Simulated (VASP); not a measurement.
Input of a VASP 6.6.1 run:

Contents of INCAR:

```
SYSTEM = Bi2Se5
ALGO = Normal
EDIFF = 1E-7
ENCUT = 520
GGA = PE
ISIF = 2
ISMEAR = 0
LASPH = .TRUE.
LCHARG = .TRUE.
LELF = .TRUE.
LREAL = .FALSE.
LVHAR = .TRUE.
LWAVE = .FALSE.
NBANDS = 39
NELM = 80
PREC = Accurate
SIGMA = 0.1
```

File KPOINTS:

```
k-points
0
G
  12 12 2
  0 0 0
```

File POSCAR:

```
Bi2Se5
1.0
    4.0897343584      0.0000000000      0.0000000000
   -2.0448671792      3.5418138491      0.0000000000
    0.0000000000      0.0000000000     15.9674457563
Bi Se
2 5
Direct
    0.6666666667      0.3333333333      0.8752070443
    0.3333333333      0.6666666667      0.1247929557
    0.3333333333      0.6666666667      0.7738993722
    0.0000000000      0.0000000000      0.4314700027
    0.0000000000      0.0000000000      0.5685299973
    0.6666666667      0.3333333333      0.2261006278
    0.0000000000      0.0000000000      0.0000000000
```

Potentials or basis: VASP PAW PBE potentials, release 64 (Bi_d, Se).

Run with:

```console
$ cat potpaw_PBE.64/Bi_d/POTCAR potpaw_PBE.64/Se/POTCAR > POTCAR
$ mpirun -np 1 vasp_std > vasp.out
```

Problem. Estimate the largest force.

Solution. 0.056 eV/Å.

Problem. What does it give for the pressure?

Solution. 0.0 GPa.

Problem. Predict the band gap on the k mesh.

Solution. Zero (bands 30 and 31 overlap by 1.14 eV).

Forces in eV/Å, atoms in the order of the input:
```
Bi   0.000  0.000  0.009
Bi   0.000  0.000 -0.009
Se   0.000  0.000 -0.012
Se   0.000  0.000 -0.056
Se   0.000  0.000  0.056
Se   0.000  0.000  0.012
Se   0.000  0.000  0.000
```

Caveat: spin-orbit coupling is left out, which moves the levels of the heavy elements; this functional lacks dispersion, which binds the layers, so the pressure and a relaxed spacing across them are unreliable.
